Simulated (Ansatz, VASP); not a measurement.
## Mg3Zr in VASP and in Ansatz

INCAR

```
SYSTEM = Mg3Zr
  ALGO = Normal
  EDIFF = 1E-6
  ENCUT = 520
  GGA = CA
  ISIF = 2
  ISMEAR = -1
  LASPH = .TRUE.
  LCHARG = .FALSE.
  LREAL = .FALSE.
  LWAVE = .FALSE.
  NBANDS = 17
  NELM = 80
  PREC = Accurate
  SIGMA = 0.15
```

KPOINTS

```
k-points
0
G
  5 5 5
  0 0 0
```

POSCAR

```
Mg3Zr
1.0
    4.4813453868      0.0000000000      0.0000000000
    0.0000000000      4.4813453868      0.0000000000
    0.0000000000      0.0000000000      4.4813453868
Mg Zr
3 1
Direct
    0.5000000000      0.5000000000      0.0000000000
    0.5000000000      0.0000000000      0.5000000000
    0.0000000000      0.5000000000      0.5000000000
    0.0000000000      0.0000000000      0.0000000000
```

Input for Ansatz:

```yaml
crystal:
  lattice:
    - [4.481345386796703, 0.0, 0.0]
    - [0.0, 4.481345386796703, 0.0]
    - [0.0, 0.0, 4.481345386796703]
  atoms:
    - { symbol: Mg, position: [0.5, 0.5, 0.0] }
    - { symbol: Mg, position: [0.5, 0.0, 0.5] }
    - { symbol: Mg, position: [0.0, 0.5, 0.5] }
    - { symbol: Zr, position: [0.0, 0.0, 0.0] }
basis:
  ecutwfc: 470.0
kpoints:
  mp_grid:
    grid: [5, 5, 5]
hamiltonian:
  xc: lda
scf:
  convergence:
    dr2_threshold: 1.0e-05
  lower_state_search: light
  occupations:
    method: fermi_dirac
    width: 0.15
output:
  stress: true
```

Alike in both runs: task single point; functional LDA; k mesh 5 × 5 × 5; occupations fermi-dirac, width 0.15 eV; no spin polarisation.

|  | VASP | Ansatz |
| --- | --- | --- |
| version | VASP 6.6.1 | Ansatz 0.2.0 |
| potentials or method | VASP PAW LDA potentials, release 64 (Mg, Zr_sv), cutoff 520 eV | plane waves, PAW |
| valence electrons in the cell | 18 | 42 |

```csv
,VASP,Ansatz,Ansatz less VASP
pressure (GPa),-4.2,-3.9,+0.29
```

LDA's correlation is that of Perdew and Zunger in VASP and of Perdew and Wang (1992) in Ansatz. VASP's potentials hold 18 valence electrons a cell and Ansatz's 42, so a difference there can come from the potentials and not from the codes. Ansatz's warnings: stress scf threshold loose.
